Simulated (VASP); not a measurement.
Cr, 1 atom in the cell. The typed cell holds 1 atom: a = 2.564 Å, b = 2.575 Å, c = 2.614 Å, α = 60.73°, β = 61.16°, γ = 60.86°. 

* Program: VASP 6.6.1
* Task: single point
* Functional: PBE
* Potentials or basis: VASP PAW PBE potentials, release 64 (Cr_pv)
* Cutoff: 520 eV
* k mesh: 10 × 10 × 10
* Occupations: fermi-dirac, width 0.05 eV
* Spin: collinear spin, ferromagnetic start
* Starting moments: [0.8] μB
* Fixed moment: 0.8 μB
* Dipole correction: no
* Further INCAR settings: ALGO = Normal; EDIFF = 1e-06; NBANDS = 16

Potentials or basis: VASP PAW PBE potentials, release 64 (Cr_pv).

The run is started by

```sh
$ cat potpaw_PBE.64/Cr_pv/POTCAR > POTCAR
$ mpirun -np 1 vasp_std > vasp.out
```

Hardware: 1 thread of Intel Xeon 8259CL, with other jobs on the host.

Question: How long does it take, and how much memory?

Answer: Wall time 3 min on 1 thread of Intel Xeon 8259CL, with other jobs on the host, peak memory 0.25 GiB. Counts: scf iterations 11, k points 504.
